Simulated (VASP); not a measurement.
Set up this calculation in VASP 6.6.1, as the native input.

```
Task                   : single point
Functional             : PBEsol
Potentials or basis    : VASP PAW PBE potentials, release 64 (Sb)
Cutoff                 : 520 eV
k mesh                 : 6 × 6 × 6
Occupations            : gaussian, width 0.1 eV
Spin                   : no spin polarisation
Dipole correction      : no
Further INCAR settings : ALGO = Normal; EDIFF = 1e-06; NBANDS = 12
```

The structure of Sb lies in POSCAR:

```
Sb
1.0
   -3.0414989757      3.0414989757      1.6591938356
    3.0414989757     -3.0414989757      1.6591938356
    3.0414989757      3.0414989757     -1.6591938356
Sb
2
Direct
    0.0000000000      0.0000000000      0.0000000000
    0.7500000000      0.2500000000      0.5000000000
```

One way to write it, as run:

INCAR

```
PREC     = Accurate       # precision mode
ENCUT    = 520            # plane-wave cutoff, eV
EDIFF    = 1E-6           # SCF threshold, eV
ISMEAR   = 0              # smearing method
SIGMA    = 0.1            # smearing width, eV
LREAL    = F              # projectors in reciprocal space
LASPH    = T              # aspherical terms in the spheres
NELM     = 80             # most SCF steps
ALGO     = Normal         # electronic algorithm
ISIF     = 2              # what is computed and relaxed
LWAVE    = F              # write WAVECAR
LCHARG   = T              # write CHGCAR
GGA      = PS             # functional
LELF     = T              # ELF
LVHAR    = T            
NBANDS   = 12             # bands
```

KPOINTS

```
Automatic mesh
0
Gamma
  6 6 6
```

Potentials or basis: VASP PAW PBE potentials, release 64 (Sb).

Run with:

```bash
$ cat potpaw_PBE.64/Sb/POTCAR > POTCAR
$ mpirun -np 1 vasp_std > vasp.out
```

Results of the run:

```yaml
Pressure: -4.1 GPa
Band_gap_on_the_k_mesh: zero (bands 5 and 6 overlap by 4.61 eV)
```

Caveat: the cell stands under tension; the PAW data sets were made with another functional, which shifts forces and pressure a little; spin-orbit coupling is left out, which moves the levels of the heavy elements.

Wall time 17 s on 1 thread of Intel Xeon 8259CL, with other jobs on the host, peak memory 0.2 GiB.
